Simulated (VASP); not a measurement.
ZrC: single point with revPBE+D4

Crystal: ZrC.

```xyz
2
Lattice="0.0000 2.3502 2.3502 2.3502 0.0000 2.3502 2.3502 2.3502 0.0000" Properties=species:S:1:pos:R:3 pbc="T T T"
Zr    2.3502    2.3502    2.3502
C     0.0000    0.0000    0.0000
```

```
Program             : VASP 6.6.1
Task                : single point
Functional          : revPBE
Dispersion          : D4
Potentials or basis : VASP PAW PBE potentials, release 64 (Zr_sv, C)
Cutoff              : 520 eV
k mesh              : 8 × 8 × 8
Occupations         : gaussian, width 0.05 eV
Spin                : no spin polarisation
```

```yaml
Pressure: -2.5 GPa
Band_gap_on_the_k_mesh: zero (band 8 reaches 10.62 eV, above the bottom of band 9 at 9.31 eV)
Dispersion_energy_per_atom: -0.422 eV
```

Levels at points of the mesh, in eV from the Fermi level:
```
           k point  band 6  band 7  band 8  band 9  band 10  band 11
(0.00, 0.00, 0.00)    0.99    0.99    0.99    1.16     1.16     1.16
(0.50, 0.00, 0.00)   -5.24   -2.88   -2.88    4.56     4.56     5.40
(0.50, 0.50, 0.00)   -2.02   -1.70    0.11    0.11     4.49     5.72
```

Run time: 29 s on 1 thread of Intel Xeon 8259CL (shared host), peak memory 0.16 GiB.

Caveat: the PAW data sets were made with another functional, which shifts forces and pressure a little; pairwise dispersion overbinds metals, which lowers pressure and volume.
